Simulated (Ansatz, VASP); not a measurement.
# Ti2O: VASP beside Ansatz

The input POSCAR:

```
Ti2O
1.0
    2.9820978490      0.0000000000      0.0000000000
   -1.4910489245      2.5825724938      0.0000000000
    0.0000000000      0.0000000000      4.8569799788
Ti O
2 1
Direct
    0.6666666667      0.3333333333      0.2681434445
    0.3333333333      0.6666666667      0.7318565555
    0.0000000000      0.0000000000      0.0000000000
```

The input INCAR.step1:

```
SYSTEM = Ti2O
PREC = Accurate
ENCUT = 520
ISMEAR = 0
SIGMA = 0.1
LREAL = .False.
LASPH = .True.
NELM = 100
NBANDS = 22
GGA = PE
ALGO = Normal
EDIFF = 1E-4
LWAVE = .True.
LCHARG = .False.
```

The input INCAR.step2:

```
SYSTEM = Ti2O
PREC = Accurate
ENCUT = 520
EDIFF = 1E-7
ISMEAR = 0
SIGMA = 0.1
LREAL = .False.
LASPH = .True.
NELM = 100
ALGO = Normal
ISIF = 2
LWAVE = .False.
LCHARG = .True.
METAGGA = R2SCAN
LMIXTAU = .True.
LELF = .True.
LVHAR = .True.
NBANDS = 22
ISTART = 1
```

KPOINTS

```
Automatic mesh
0
Gamma
  18 18 10
  0 0 0
```

Input for Ansatz:

```yaml
crystal:
  lattice:
    - [2.982097849, 0.0, 0.0]
    - [-1.4910489245, 2.5825724938, 0.0]
    - [0.0, 0.0, 4.8569799788]
  atoms:
    - { symbol: Ti, position: [0.6666666667, 0.3333333333, 0.2681434445] }
    - { symbol: Ti, position: [0.3333333333, 0.6666666667, 0.7318565555] }
    - { symbol: O, position: [0.0, 0.0, 0.0] }
basis:
  ecutwfc: 500
kpoints:
  mp_grid: { grid: [18, 18, 10] }
hamiltonian:
  xc: r2scan
scf:
  occupations: { method: gaussian, width: 0.1 }
  mixing: { preconditioner: resta }
  n_extra_bands: 32
output:
  forces: true
  eigenvalues: true
  stress: true
```

Alike in both runs: task single point; functional r2SCAN; k mesh 18 × 18 × 10; occupations gaussian, width 0.1 eV; no spin polarisation.

|  | VASP | Ansatz |
| --- | --- | --- |
| version | VASP 6.6.1 | Ansatz 0.2.0 |
| potentials or method | VASP PAW PBE potentials, release 64 (Ti_sv, O), cutoff 520 eV | scalar-relativistic, plane waves, PAW |
| valence electrons in the cell | 30 | 30 |

VASP gave:

```
gap on the k mesh at the Fermi level (eV) : none
pressure (GPa)                            : -4.5
rms of the force components (eV/Å)        : 0.027
```

Question: What did Ansatz give for the same quantities?

Answer: gap on the k mesh at the Fermi level (eV): none; pressure (GPa): -5.5; rms of the force components (eV/Å): 0.000.

VASP's potentials were made for PBE, not for r2SCAN. Atom by atom the forces differ by 0.027 eV/Å (rms over components). A gap of «none» marks a metal or a gap that the smearing closes. The functional is the same, so the differences come from potentials, cutoffs and numerics.
